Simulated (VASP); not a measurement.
Crystal: Ta.

```
Ta
1.0
     2.94513    0.00000    0.00000
    -1.47256    2.55056    0.00000
     0.00000    0.00000    4.80940
Ta
2
Direct
  0.33333 0.66667 0.25000
  0.66667 0.33333 0.75000
```

| Property | Result |
| --- | --- |
| Program | VASP 6.6.1 |
| Task | relaxation of cell and atoms |
| Functional | BLYP |
| Potentials or basis | VASP PAW PBE potentials, release 64 (Ta_pv) |
| Cutoff | 600 eV |
| k mesh | 12 × 12 × 7 |
| Occupations | fermi-dirac, width 0.1 eV |
| Spin | no spin polarisation |

At the start: pressure 14.5 GPa; volume 18.06 Å³/atom.

**Question.** How do energy, volume and symmetry change on relaxing?

**Answer.** Over 9 steps the energy falls by 111.1 meV/atom and the volume is 19.45 Å³/atom (+7.7 %); space group P6_3/mmc (No. 194, to 0.05 Å).

Step by step:
```
step  energy change (eV)  largest force (eV/Å)  pressure (GPa)  volume (Å³)
   1              0.0000                0.0000           14.48        36.13
   2              0.2501                0.0000          -19.66        45.30
   3             -0.1500                0.0000           -2.31        39.36
   4             -0.1503                0.0000           -1.80        39.24
   5             -0.2160                0.0000           -1.00        39.08
   6             -0.2220                0.0000           -0.45        39.01
   7             -0.2220                0.0000           -0.43        39.00
   8             -0.2217                0.0000            0.81        38.73
   9             -0.2222                0.0000           -0.01        38.91
```

Final structure:
```cif
data_structure
_symmetry_space_group_name_H-M 'P 1'
_symmetry_Int_Tables_number 1
_cell_length_a 2.9215
_cell_length_b 2.9215
_cell_length_c 5.2635
_cell_angle_alpha 90.000
_cell_angle_beta 90.000
_cell_angle_gamma 120.000
_cell_volume 38.91
loop_
_atom_site_label
_atom_site_type_symbol
_atom_site_fract_x
_atom_site_fract_y
_atom_site_fract_z
_atom_site_occupancy
Ta1 Ta 0.33333 0.66667 0.25000 1
Ta2 Ta 0.66667 0.33333 0.75000 1
```

Caveat: the PAW data sets were made with another functional, which shifts forces and pressure a little.
